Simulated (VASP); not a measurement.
# Ga12O19 (a cell with a defect) in VASP: notebook, part 2 of 3

VASP 6.6.1. Earlier steps stand in the parts before.

## Step 4: Single point, PBE

The input, INCAR:

```
SYSTEM = Ga12O19
PREC = Accurate
ENCUT = 520
EDIFF = 1E-6
ISMEAR = -1
SIGMA = 0.01
LREAL = Auto
LASPH = .TRUE.
NELM = 100
ALGO = Normal
ISIF = 2
LWAVE = .FALSE.
LCHARG = .FALSE.
GGA = PE
NELECT = 272.0
NBANDS = 156
```

The input, KPOINTS:

```
Automatic mesh
0
Gamma
  1 1 1
  0.25 0.25 0.25
```

The input, POSCAR:

```
Ga12O19
1.0
    0.0000000000      9.2496621800      0.0000000000
   -1.3977182400      0.0000000000      5.7085775500
    6.2279771500     -1.5416103600      0.0067278600
Ga O
12 19
Direct
    0.1137302390      0.6807250102      0.6763649997
    0.2247308309      0.3454790490      0.3023333778
    0.3033640791      0.2133133921      0.8014374329
    0.0200651816      0.7906099366      0.1731404761
    0.4499722057      0.6954874943      0.6940845241
    0.5443536165      0.3404559720      0.3138711776
    0.6386202391      0.2194637513      0.8337207031
    0.3625761479      0.8153790456      0.1759081863
    0.7738420333      0.6848037714      0.6772680150
    0.8925137612      0.2226447531      0.3310355165
    0.9721712515      0.1988934665      0.8359600398
    0.7080416596      0.7984403905      0.1929457460
    0.1718258057      0.7296808384      0.0055511150
    0.1707465486      0.2697600297      0.9750426772
    0.2800147100      0.4492509852      0.6499706404
    0.0770450061      0.5714732393      0.3514780992
    0.0822390658      0.1178675536      0.2801677957
    0.2803236978      0.8976400024      0.6750191439
    0.5044397351      0.7533541142      0.0128742904
    0.4915401046      0.2752648651      0.9853312841
    0.5974813432      0.4382526224      0.6569575619
    0.3922251147      0.5871173671      0.3488448337
    0.3856336217      0.1274121830      0.3232338982
    0.6102439957      0.9058892252      0.6819562422
    0.8226423588      0.6843953833     -0.0209755248
    0.8327706856      0.2385703245      1.0059367501
    0.9425933945      0.4026166757      0.6380162572
    0.7028038736      0.5783378515      0.3624517736
    0.6864043856      0.1251989705      0.2999419940
    0.9573375965      0.8760189106      0.7483975130
    0.8995139789      0.9102035631      0.3706043016
```

Potentials or basis: VASP PAW PBE potentials, release 64 (Ga_d, O).

On the command line:

```console
> cat potpaw_PBE.64/Ga_d/POTCAR potpaw_PBE.64/O/POTCAR > POTCAR
> mpirun -np 1 vasp_std > vasp.out
```

OUTCAR:

```text
SYSTEM = Ga12O19
   PREC = Accurate
   ENCUT = 520
   EDIFF = 1E-6
   ISMEAR = -1
   LREAL = Auto
   LASPH = .TRUE.
   NELM = 100
   ISIF = 2
   GGA = PE
   NELECT = 272.0

 ion  position               nearest neighbor table
   1  0.114  0.681  0.676-  30 1.92  16 1.98  13 2.00  18 2.00  15 2.07  27 2.21
   2  0.225  0.345  0.302-  17 1.84  16 1.93  23 1.96  14 1.98  22 2.02  15 2.11
   3  0.303  0.213  0.801-  14 1.83  20 1.84  18 1.84  15 1.85
   4  0.020  0.791  0.173-  31 1.90  16 1.91  17 1.92  13 1.95  25 1.96  10 2.87  12 2.92
   5  0.450  0.695  0.694-  19 1.93  24 1.96  18 1.97  21 2.05  15 2.06  22 2.09
   6  0.544  0.340  0.314-  29 1.83  28 1.94  23 1.95  20 1.99  22 2.03  21 2.08
   7  0.639  0.219  0.834-  20 1.84  26 1.86  24 1.86  21 1.88
   8  0.363  0.815  0.176-  13 1.84  23 1.85  19 1.85  22 1.91
   9  0.774  0.685  0.677-  25 1.88  28 1.92  30 1.93  24 2.00  21 2.14  27 2.29
  10  0.893  0.223  0.331-  31 1.91  17 1.94  29 1.94  27 1.95  26 2.05  12 2.86   4 2.87
  11  0.972  0.199  0.836-  14 1.84  30 1.85  26 1.86  27 1.91
  12  0.708  0.798  0.193-  28 1.88  31 1.88  29 1.91  25 1.93  19 1.94  10 2.86   4 2.92
  13  0.172  0.730  0.006-   8 1.84   4 1.95   1 2.00
  14  0.171  0.270  0.975-   3 1.83  11 1.84   2 1.98
  15  0.280  0.449  0.650-   3 1.85   5 2.06   1 2.07   2 2.11
  16  0.077  0.571  0.351-   4 1.91   2 1.93   1 1.98
  17  0.082  0.118  0.280-   2 1.84   4 1.92  10 1.94
  18  0.280  0.898  0.675-   3 1.84   5 1.97   1 2.00
  19  0.504  0.753  0.013-   8 1.85   5 1.93  12 1.94
  20  0.492  0.275  0.985-   3 1.84   7 1.84   6 1.99
  21  0.597  0.438  0.657-   7 1.88   5 2.05   6 2.08   9 2.14
  22  0.392  0.587  0.349-   8 1.91   2 2.02   6 2.03   5 2.09
  23  0.386  0.127  0.323-   8 1.85   6 1.95   2 1.96
  24  0.610  0.906  0.682-   7 1.86   5 1.96   9 2.00
  25  0.823  0.684  0.979-   9 1.88  12 1.93   4 1.96
  26  0.833  0.239  0.006-   7 1.86  11 1.86  10 2.05
  27  0.943  0.403  0.638-  11 1.91  10 1.95   1 2.21   9 2.29
  28  0.703  0.578  0.362-  12 1.88   9 1.92   6 1.94
  29  0.686  0.125  0.300-   6 1.83  12 1.91  10 1.94
  30  0.957  0.876  0.748-  11 1.85   1 1.92   9 1.93
  31  0.900  0.910  0.371-  12 1.88   4 1.90  10 1.91

  LATTYP: Found a triclinic cell.
 ALAT       =     5.8771994966
 B/A-ratio  =     1.6412011407
 C/A-ratio  =     2.7541529852
 COS(alpha) =     0.0064926560
 COS(beta)  =     0.5439765005
 COS(gamma) =     0.7621873503

  Lattice vectors:

 A1 = (   1.3977182400,   0.0000000000,  -5.7085775500)
 A2 = (   7.6256953900,  -1.5416103600,  -5.7018496900)
 A3 = (  -9.6605178200,  -6.1664414600, -11.4306108200)

Analysis of symmetry for initial positions (statically):
=====================================================================
 Subroutine PRICEL returns:
 Original cell was already a primitive cell.

 Routine SETGRP: Setting up the symmetry group for a
 triclinic supercell.

 Subroutine GETGRP returns: Found  1 space group operations
 (whereof  1 operations were pure point group operations)
 out of a pool of  2 trial point group operations.

The static configuration has the point symmetry C_1 .

Analysis of symmetry for dynamics (positions and initial velocities):
=====================================================================
 Subroutine PRICEL returns:
 Original cell was already a primitive cell.

 Routine SETGRP: Setting up the symmetry group for a
 triclinic supercell.

 Subroutine GETGRP returns: Found  1 space group operations
 (whereof  1 operations were pure point group operations)
 out of a pool of  2 trial point group operations.

[... 117 lines left out ...]
   number of dos      NEDOS =    301   number of ions     NIONS =     31
   total plane-waves  NPLWV = 161280
   dimension x,y,z NGX =    70 NGY =   48 NGZ =   48
   dimension x,y,z NGXF=   140 NGYF=   96 NGZF=   96
   ions per type =              12  19
   NGX,Y,Z   is equivalent  to a cutoff of  12.58, 13.58, 12.44 a.u.
   NGXF,Y,Z  is equivalent  to a cutoff of  25.16, 27.16, 24.87 a.u.
 SYSTEM =  Ga12O19
   PREC   = accura    normal or accurate (medium, high low for compatibility)
   ISTART =      0    job   : 0-new  1-cont  2-samecut
   ICHARG =      2    charge: 1-file 2-atom 10-const
   ISPIN  =      1    spin polarized calculation?
   LNONCOLLINEAR =      F non collinear calculations
   LSORBIT =      F    spin-orbit coupling
   LASPH  =      T    aspherical Exc in radial PAW
   ENCUT  =  520.0 eV  38.22 Ry    6.18 a.u.  17.20 10.93 11.93*2*pi/ulx,y,z
   NELM   =    100;   NELMIN=  2; NELMDL= -5     # of ELM steps
   EDIFF  = 0.1E-05   stopping-criterion for ELM
   LREAL  =      T    real-space projection
   EDIFFG = 0.1E-04   stopping-criterion for IOM
   NSW    =      0    number of steps for IOM
   IBRION =     -1    ionic relax: 0-MD 1-quasi-New 2-CG
   NFREE  =      0    steps in history (QN), initial steepest desc. (CG)
   ISIF   =      2    stress and relaxation
   ISYM   =      2    0-nonsym 1-usesym 2-fastsym
   POTIM  = 0.5000    time-step for ionic-motion
   TEBEG  =    0.0;   TEEND  =   0.0 temperature during run
   PSTRESS=    0.0 pullay stress
   NELECT =     272.0000    total number of electrons
   NUPDOWN=      -1.0000    fix difference up-down
   EMIN   =  10.00;   EMAX   =-10.00  energy-range for DOS
   EFERMI =   0.00;   METHOD = LEGACY
   ISMEAR =    -1;   SIGMA  =   0.01  broadening in eV -4-tet -1-fermi 0-gaus
   EFERMI_NEDOS =   21; number of points for ismear=-14 and -15
   IALGO  =     38    algorithm
   IMIX   =      4    mixing-type and parameters
     AMIX     =   0.40;   BMIX     =  1.00
     AMIX_MAG =   1.60;   BMIX_MAG =  1.00
  volume/ion in A,a.u.               =      10.61        71.61
  Fermi-wavevector in a.u.,A,eV,Ry     =   1.536594  2.903742 32.125021  2.361122
  Thomas-Fermi vector in A             =   2.643221
   LORBIT       =      0    0 simple, 1 ext, 2 COOP (PROOUT), +10 PAW based schemes
   GGA     = PE    functional components
   LHFCALC =     F    Hartree Fock is set to
   AEXX    =    0.0000 exact exchange contribution
   IVDW    =     0    specifies the selected vdW correction
   LEPSILON=     F    determine dielectric tensor
   LRPA    =     F    only Hartree local field effects (RPA)
 non-spin polarized calculation
  energy-cutoff  :      520.00
  volume of cell :      328.94
 maximum number of plane-waves:      8866
 NGX is ok and might be reduce to    70
   NGX = 35   NGY = 21   NGZ = 23

 number of electron     272.0000051 magnetization

 Free energy of the ion-electron system (eV)
  ---------------------------------------------------
  ext. energy  EPLUGINS =         0.00000000
  ---------------------------------------------------
  free energy    TOTEN  =      -171.16797070 eV

  energy without entropy =     -171.16797070  energy(sigma->0) =     -171.16797070

 E-fermi :   4.8582     XC(G=0): -11.5802

 val. band max:        4.5563426329   @ k =   0.2500   0.2500   0.2500
 cond. band min:       7.8642955059   @ k =   0.2500   0.2500   0.2500
 fundamental gap:      3.3079528730
 Fermi energy:         4.8582222702

 k-point     1 :       0.2500    0.2500    0.2500
  band No.  band energies     occupation
      1     -14.9253      2.00000
      2     -14.6165      2.00000
      3     -14.5065      2.00000
      4     -14.1587      2.00000
      5     -14.1023      2.00000
      6     -14.0515      2.00000
[... 140 lines left out ...]
    147      11.1203      0.00000
    148      11.4067      0.00000
 [bands above 148 left out]

------------------------ aborting loop because EDIFF is reached ----------------------------------------

  FORCE on cell =-STRESS in cart. coord.  units (eV):
  Direction    XX          YY          ZZ          XY          YZ          ZX
  --------------------------------------------------------------------------------------
  -------------------------------------------------------------------------------------
  Total       33.7309707     40.3434126     38.0028332      0.2731502      0.1793333     -2.8434790
  in kB      164.2947857    196.5022705    185.1019170      1.3304435      0.8734857    -13.8498468
  external PRESSURE =     181.9663244 kB  Pullay stress =       0.0000000 kB

 VOLUME and BASIS-vectors are now :
 -----------------------------------------------------------------------------
  energy-cutoff  :      520.00
  volume of cell :      328.94
      direct lattice vectors                 reciprocal lattice vectors
     0.000000000  9.249662180  0.000000000     0.026753887  0.108112056  0.006550563
    -1.397718240  0.000000000  5.708577550    -0.000189185  0.000000000  0.175128666
     6.227977150 -1.541610360  0.006727860     0.160523321  0.000000000  0.039303377

 POSITION                                       TOTAL-FORCE (eV/Angst)
 -----------------------------------------------------------------------------------
      3.26092      0.00927      3.89052        -0.008079     -0.023550     -0.004154
      1.40004      1.61260      1.97423        -0.008291     -0.006265     -0.004341
      4.69318      1.57051      1.22311        -0.002451     -0.002026      0.004652
     -0.02674     -0.08132      4.51442        -0.002637      0.028572     -0.011275
      3.35065      3.09208      3.97491        -0.006631      0.003894      0.002401
      1.47892      4.55122      1.94563        -0.015451      0.012287     -0.001855
[... 23 lines left out ...]
      3.43658      7.70131      5.00586         0.018123      0.005670      0.020859
      1.03591      7.74887      5.19846         0.059537      0.001835     -0.018750
 -----------------------------------------------------------------------------------
    total drift:                                0.006827      0.000977      0.001397

  FREE ENERGIE OF THE ION-ELECTRON SYSTEM (eV)
  ---------------------------------------------------
  free  energy   TOTEN  =      -171.1679706960 eV

  energy  without entropy=     -171.1679706960  energy(sigma->0) =     -171.16797070
```

It took 92 s on 1 thread of Intel Xeon 6975P-C (Granite Rapids), shared host; peak memory 0.38 GiB.

What came out:

| Property | Result |
| --- | --- |
| Free energy | -171.1680 eV |
| Largest force | 0.069 eV/Å |

Forces on the atoms (eV/Å):
```
Ga  -0.008 -0.024 -0.004
Ga  -0.008 -0.006 -0.004
Ga  -0.002 -0.002  0.005
Ga  -0.003  0.029 -0.011
Ga  -0.007  0.004  0.002
Ga  -0.015  0.012 -0.002
Ga  -0.003  0.011  0.011
Ga   0.008 -0.002  0.007
Ga  -0.014  0.029 -0.018
Ga  -0.014 -0.004  0.067
Ga  -0.005 -0.001 -0.011
Ga   0.001 -0.024 -0.020
O   -0.004 -0.001 -0.014
O   -0.001  0.019  0.009
O    0.003  0.001 -0.004
O   -0.010 -0.020 -0.011
O   -0.002  0.024 -0.002
O   -0.020 -0.003  0.005
O   -0.001 -0.002 -0.002
O    0.016 -0.013  0.008
O    0.010 -0.002 -0.004
O   -0.010  0.000  0.011
O    0.026  0.004 -0.022
O   -0.021 -0.001  0.003
O   -0.010 -0.010 -0.026
O    0.021 -0.008  0.009
O    0.009 -0.009  0.035
O   -0.012  0.009 -0.013
O    0.001 -0.018 -0.004
O    0.018  0.006  0.021
O    0.060  0.002 -0.019
```

Caveat: the k points lie up to 1.10 Å⁻¹ apart, too coarse for converged energies, forces and pressures; the cell carries a net charge on a neutralising background, which shifts energy and pressure; the cell is charged against a uniform background, so pressure and absolute levels hang on convention.

(Part 2 of 3 ends here.)
